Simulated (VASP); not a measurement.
ZnO: single point with LDA

Crystal: ZnO.

```
Zn O
1.0
     3.33729    0.00000    0.00000
    -1.66864    2.89018    0.00000
     0.00000    0.00000    7.13044
Zn O
2 2
Direct
  0.00000 0.00000 0.75000
  0.00000 0.00000 0.25000
  0.33333 0.66667 0.25000
  0.66667 0.33333 0.75000
```

This cell differs from its parent crystal: strain +0.015 along x and y, +0.000 along z.

```
Program             : VASP 6.6.1
Task                : single point
Functional          : LDA
Potentials or basis : VASP PAW LDA potentials, release 64 (Zn, O)
Cutoff              : 520 eV
k mesh              : 9 × 9 × 4
Occupations         : gaussian, width 0.05 eV
Spin                : no spin polarisation
```

```
Pressure               : -10.7 GPa
Band gap on the k mesh : 0.73 eV, direct
```

Stress tensor (GPa, compression positive):
```
-15.11   0.00   0.00
  0.00 -15.11   0.00
  0.00   0.00  -1.82
```

Levels at points of the mesh, in eV from the valence-band top:
| k point | band 16 | band 17 | band 18 | band 19 | band 20 | band 21 |
| --- | --- | --- | --- | --- | --- | --- |
| (0.00, 0.00, 0.00) | -0.01 | 0.00 | 0.00 | 0.73 | 3.21 | 5.13 |
| (0.00, 0.00, 0.50) | 0.00 | 0.00 | 0.00 | 1.86 | 1.86 | 7.16 |

It took 28 s on 1 thread of Intel(R) Xeon(R) 6975P-C (Granite Rapids), on a shared host, peak memory 0.19 GiB.

Caveat: the cell differs from its parent crystal (strain +0.015 along x and y, +0.000 along z). A k mesh can miss the band edges.
